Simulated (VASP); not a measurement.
A run of VASP 6.6.1 is set up as follows.

INCAR

```
SYSTEM = Mg
  PREC = Accurate
  ENCUT = 520
  EDIFF = 1E-8
  ISMEAR = -1
  SIGMA = 0.05
  LREAL = .False.
  LASPH = .True.
  NELM = 80
  ALGO = Normal
  ISIF = 2
  LWAVE = .False.
  LCHARG = .False.
  GGA = CA
  LEFG = .True.
  NBANDS = 9
```

KPOINTS

```
regular mesh
0
Gamma
  12 12 7
  0 0 0
```

The input POSCAR:

```
Mg
1.0
    3.2092715325      0.0000000000      0.0000000000
   -1.6046357662      2.7793106748      0.0000000000
    0.0000000000      0.0000000000      5.3145366000
Mg
2
Direct
    0.3333333333      0.6666666667      0.2500000000
    0.6666666667      0.3333333333      0.7500000000
```

Potentials or basis: VASP PAW LDA potentials, release 64 (Mg).

The run is started by

```console
$ cat potpaw_LDA.64/Mg/POTCAR > POTCAR
$ mpirun -np 1 vasp_std > vasp.out
```

**Question.** Estimate the pressure.

**Answer.** -3.4 GPa.

**Question.** Predict the band gap on the k mesh.

**Answer.** Zero (band 2 reaches 3.35 eV, above the bottom of band 3 at 0.84 eV).

Electric field gradients, principal values (V/Å²):
```tsv
atom	least	middle	greatest (by size)
1 Mg	-1.044	-1.044	2.088
2 Mg	-1.044	-1.044	2.088
```

Caveat: the cell differs from its parent crystal (zz strain of +2 %); without QUAD_EFG the Cq values of the log hold for a quadrupole moment of 1 mb, not for the nuclei.
